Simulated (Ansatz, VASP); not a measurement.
Given: the input of a run of VASP 6.6.1 on Ni.

File INCAR:

```
SYSTEM = Ni
ALGO = Normal
EDIFF = 1E-6
ENCUT = 590
GGA = PS
GGA_COMPAT = .FALSE.
ISIF = 2
ISMEAR = -1
ISPIN = 2
LASPH = .TRUE.
LCHARG = .TRUE.
LELF = .TRUE.
LMAXMIX = 4
LORBIT = 11
LREAL = .FALSE.
LVHAR = .TRUE.
LWAVE = .FALSE.
MAGMOM = 1.25 1.25
NBANDS = 29
NELM = 200
NUPDOWN = 2.5
PREC = Accurate
SIGMA = 0.05
```

File KPOINTS:

```
k-points
0
G
  10 10 6
  0 0 0
```

The input POSCAR:

```
Ni
1.0
    2.4480228978      0.0000000000      0.0000000000
   -1.2240114489      2.1200500186      0.0000000000
    0.0000000000      0.0000000000      4.0728075700
Ni
2
Direct
    0.6666666667      0.3333333333      0.7500000000
    0.3333333333      0.6666666667      0.2500000000
```

Potentials or basis: VASP PAW PBE potentials, release 64 (Ni_sv_GW).

Run with:

```sh
$ cat potpaw_PBE.64/Ni_sv_GW/POTCAR > POTCAR
$ mpirun -np 1 vasp_std > vasp.out
```

Q: Translate it to Ansatz 0.2.0. Potentials there: Ansatz PAW.

A: As run (the cutoff follows the program's own potentials):

Contents of input.yaml:

```yaml
crystal:
  lattice:
    - [2.4480228978, 0.0, 0.0]
    - [-1.2240114489, 2.1200500186, 0.0]
    - [0.0, 0.0, 4.07280757]
  atoms:
    - { symbol: Ni, position: [0.6666666667, 0.3333333333, 0.75], spin: 1.25 }
    - { symbol: Ni, position: [0.3333333333, 0.6666666667, 0.25], spin: 1.25 }
hamiltonian:
  xc: pbesol
  pseudopotentials: { kind: paw }
magnetization:
  spin_polarized: true
  initial_magnetization: 2.5
  spin_locking: { lock_magnetization: hard }
kpoints:
  mp_grid: { grid: [10, 10, 6] }
scf:
  occupations: { method: fermi_dirac, width: 0.05 }
  lower_state_search: "off"
output:
  forces: true
  stress: true
  eigenvalues: true
```

Potentials or basis: Ansatz PAW.

Launch:

```console
$ ansatz run input.yaml --threads 2 --pin off --max-ram 5632MiB --backend cpu --events-out ev --progress --plain --runs-dir out
```

Both were run:

|  | VASP | Ansatz | Ansatz less VASP |
| --- | --- | --- | --- |
| pressure (GPa) | -0.6 | 3.6 | +4.17 |
| traceless stress, the component that is largest in VASP (GPa) | -4.99 | -4.98 | +0.013 |
| net moment per atom (μB) | 1.25 | 1.25 | 0.000 |
| size of the moment on the site where the two differ most (μB) | 1.22 | 1.22 | -0.002 |

VASP's potentials were made for PBE, not for PBEsol. Site moments also hang on the region over which each program counts them.
